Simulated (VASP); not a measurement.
Runs of VASP 6.6.1 on BaHfO3. The structure is that of space group P4/mmm (No. 123), or close to it. The cells are those of the table. 

| cell | gap on the mesh (eV) | pressure (GPa) |
| --- | --- | --- |
| a = 4.428, b = 4.428, c = 4.071 Å, 5 atoms | (a) | -11.9 |
| a = 3.926, b = 3.926, c = 4.329 Å, 5 atoms | 3.98 | 21.1 |
| a = 3.926, b = 3.926, c = 4.327 Å, 5 atoms | 3.98 | 21.2 |
| a = 4.010, b = 4.010, c = 4.277 Å, 5 atoms | 4.03 | (b) |
| a = 4.010, b = 4.010, c = 4.273 Å, 5 atoms | (c) | 12.2 |

Alike in all rows: task single point; level r2SCAN; potentials or basis VASP PAW PBE potentials, release 64 (Ba_sv, Hf_pv, O); no spin polarisation; k mesh 6 × 6 × 6; cutoff (eV) 520; smearing gaussian 0.02 eV.

**Question.** Estimate the missing entries.

**Answer.** (a) 3.59; (b) 12.0; (c) 4.04.

Caveats: the PAW data sets were made with another functional, which shifts forces and pressure a little; spin-orbit coupling is left out, which moves the levels of the heavy elements.

A k mesh can miss the band edges, and the runs leave out spin-orbit coupling on Ba, Hf.
